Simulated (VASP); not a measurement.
HfSeS4: single point with PBE

Crystal: HfSeS4.

```
Hf Se S
1.0
     3.32991    0.00000    0.00000
     0.00000    3.32991    0.00000
     0.00000    0.00000    9.67769
Hf Se S
1 1 4
Direct
  0.50000 0.50000 0.50000
  0.00000 0.00000 0.00000
  0.00000 0.00000 0.64025
  0.50000 0.50000 0.14650
  0.50000 0.50000 0.85350
  0.00000 0.00000 0.35975
```

The cell was generated, and may not be a known phase.

```json
{"Program": "VASP 6.6.1", "Task": "single point", "Functional": "PBE", "Potentials or basis": "VASP PAW PBE potentials, release 64 (Hf_pv, Se, S)", "Cutoff": "520 eV", "k mesh": "4 × 4 × 4", "Occupations": "gaussian, width 0.1 eV", "Spin": "no spin polarisation"}
```

The pressure is -0.5 GPa and the largest force is 0.063 eV/Å. The band gap on the k mesh is zero (bands 20 and 21 overlap by 0.76 eV).

Forces on the atoms (eV/Å):
```
Hf   0.000  0.000  0.000
Se   0.000  0.000  0.000
S    0.000  0.000 -0.063
S    0.000  0.000  0.001
S    0.000  0.000 -0.001
S    0.000  0.000  0.063
```

Stress tensor (GPa, compression positive):
```
-0.63  0.00  0.00
 0.00 -0.63  0.00
 0.00  0.00 -0.21
```

Levels at points of the mesh, in eV from the Fermi level:
| k point | band 17 | band 18 | band 19 | band 20 | band 21 | band 22 | band 23 | band 24 |
| --- | --- | --- | --- | --- | --- | --- | --- | --- |
| (0.00, 0.00, 0.00) | -1.76 | -1.76 | -1.26 | -0.46 | -0.46 | 1.30 | 1.93 | 2.44 |
| (0.50, 0.00, 0.00) | -0.88 | -0.86 | -0.57 | -0.37 | -0.21 | 0.01 | 1.35 | 1.84 |
| (0.50, 0.50, 0.00) | -3.04 | -3.04 | -2.92 | -0.67 | 0.42 | 0.90 | 0.90 | 1.30 |
| (0.00, 0.00, 0.50) | -2.06 | -1.79 | -0.41 | -0.41 | 0.21 | 1.01 | 1.83 | 2.44 |
| (0.50, 0.00, 0.50) | -1.09 | -0.94 | -0.48 | -0.33 | -0.17 | 0.72 | 1.55 | 1.94 |
| (0.50, 0.50, 0.50) | -2.93 | -2.93 | -2.19 | -1.40 | -0.26 | 0.88 | 0.88 | 2.38 |

Run time: 30 s on 1 thread of Intel(R) Xeon(R) 6975P-C (Granite Rapids), on a shared host, peak memory 0.25 GiB.

Caveat: the k points lie up to 0.47 Å⁻¹ apart, too coarse for converged energies and pressures of a metal; spin-orbit coupling is left out, which moves the levels of the heavy elements.
